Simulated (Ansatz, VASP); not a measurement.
## One calculation of Cu, two programs

```
Cu
1.0
     0.00000    1.81663    1.81663
     1.81663    0.00000    1.81663
     1.81663    1.81663    0.00000
Cu
1
Direct
  0.00000 0.00000 0.00000
```

Alike in both runs: task single point; functional PBEsol; k mesh 20 × 20 × 20; occupations gaussian, width 0.1 eV; no spin polarisation.

|  | VASP | Ansatz |
| --- | --- | --- |
| version | VASP 6.6.1 | Ansatz 0.2.0 |
| potentials or method | VASP PAW PBE potentials, release 64 (Cu), cutoff 520 eV | scalar-relativistic, plane waves, PAW |
| valence electrons in the cell | 11 | 19 |

Ansatz gave:

```
gap on the k mesh at the Fermi level (eV) : none
pressure (GPa)                            : -8.4
```

Problem. What did VASP give for the same quantities?

Solution. gap on the k mesh at the Fermi level (eV): none; pressure (GPa): -7.8.

VASP's potentials were made for PBE, not for PBEsol. A gap of «none» marks a metal or a gap that the smearing closes. VASP's potentials hold 11 valence electrons a cell and Ansatz's 19, so a difference there can come from the potentials and not from the codes.
